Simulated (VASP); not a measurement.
Input of a VASP 6.6.1 run:

The input INCAR:

```
SYSTEM = Co
  PREC = Accurate
  ENCUT = 520
  EDIFF = 1E-7
  ISMEAR = -1
  SIGMA = 0.13605693000000002
  LREAL = .FALSE.
  LASPH = .TRUE.
  NELM = 60
  ALGO = Normal
  ISIF = 2
  LWAVE = .FALSE.
  LCHARG = .FALSE.
  GGA = PE
  NBANDS = 10
```

File KPOINTS:

```
Automatic mesh
0
G
  17 17 17
  0 0 0
```

The input POSCAR:

```
Co
1.0
   -1.3846103593      1.3846103593      1.3846103593
    1.3846103593     -1.3846103593      1.3846103593
    1.3846103593      1.3846103593     -1.3846103593
Co
1
Direct
    0.0000000000      0.0000000000      0.0000000000
```

Potentials or basis: VASP PAW PBE potentials, release 64 (Co).

Launch:

```sh
$ cat potpaw_PBE.64/Co/POTCAR > POTCAR
$ mpirun -np 1 vasp_std > vasp.out
```

Task: Estimate the pressure.

Result: -0.8 GPa.

Caveat: the run has no spin polarisation, though such a crystal can be magnetic. Spin polarisation is off, so any magnetic state and its effect on volume and gap are missing.
